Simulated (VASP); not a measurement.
Wanted: the native input for a VASP 6.6.1 run.

| Property | Result |
| --- | --- |
| Task | density of states |
| Functional | PBE |
| Potentials or basis | VASP PAW PBE potentials, release 64 (Mg, I) |
| Cutoff | 520 eV |
| k mesh | 3 × 3 × 2 |
| Occupations | methfessel-paxton, width 0.05 eV |
| Spin | no spin polarisation |
| Dipole correction | no |
| k mesh for the DOS | 5 × 5 × 3 |
| Occupations for the DOS | gaussian |
| Further INCAR settings | ALGO = Normal; EDIFF = 1e-07 |

Crystal: MgI2.

```
CELL_PARAMETERS angstrom
4.14000 0.00000 0.00000
-2.07000 3.58535 0.00000
0.00000 0.00000 6.88000
ATOMIC_POSITIONS crystal
Mg 0.05150 0.05603 0.98414
I 0.28164 0.62152 0.25951
I 0.67106 0.34034 0.74184
```

These files were run (other wordings do the same):

POSCAR

```
MgI2
1.0
    4.1400000000      0.0000000000      0.0000000000
   -2.0700001227      3.5853497196      0.0000000000
    0.0000000000      0.0000000000      6.8800000000
Mg I
1 2
Direct
    0.0515000000      0.0560300000      0.9841400000
    0.2816400000      0.6215200000      0.2595100000
    0.6710600000      0.3403400000      0.7418400000
```

INCAR.step1

```
PREC = Accurate ; ENCUT = 520
EDIFF = 1E-7 ; ISMEAR = 1
SIGMA = 0.05 ; LREAL = False
LASPH = True ; NELM = 60
ALGO = Normal ; ISIF = 2
LWAVE = False ; LCHARG = True
GGA = PE ; NBANDS = 15
```

KPOINTS.step1

```
Automatic mesh
0
Gamma
  3 3 2
```

INCAR.step2

```
PREC = Accurate ; ENCUT = 520
EDIFF = 1E-7 ; ISMEAR = 0
SIGMA = 0.05 ; LREAL = False
LASPH = True ; NELM = 60
ALGO = Normal ; ISIF = 2
LWAVE = False ; LCHARG = False
GGA = PE ; LORBIT = 11
NEDOS = 1001 ; ICHARG = 11
```

KPOINTS.step2

```
Automatic mesh
0
Gamma
  5 5 3
```

Potentials or basis: VASP PAW PBE potentials, release 64 (Mg, I).

The run is started by

```bash
$ cat potpaw_PBE.64/Mg/POTCAR potpaw_PBE.64/I/POTCAR > POTCAR
$ cp INCAR.step1 INCAR
$ cp KPOINTS.step1 KPOINTS
$ mpirun -np 1 vasp_std > vasp.out
$ cp INCAR.step2 INCAR
$ cp KPOINTS.step2 KPOINTS
$ mpirun -np 1 vasp_std > vasp.out
```

Results of the run:

The valence electrons inside the program's atomic spheres are Mg 0.28; I 4.32, 4.34.

Caveat: the k points lie up to 0.58 Å⁻¹ apart; spin-orbit coupling is left out, which moves the levels of the heavy elements.

Run time: 40 s on 1 thread of AMD EPYC 7R43 64-Core Processor (Zen 3) (shared host), peak memory 0.19 GiB.
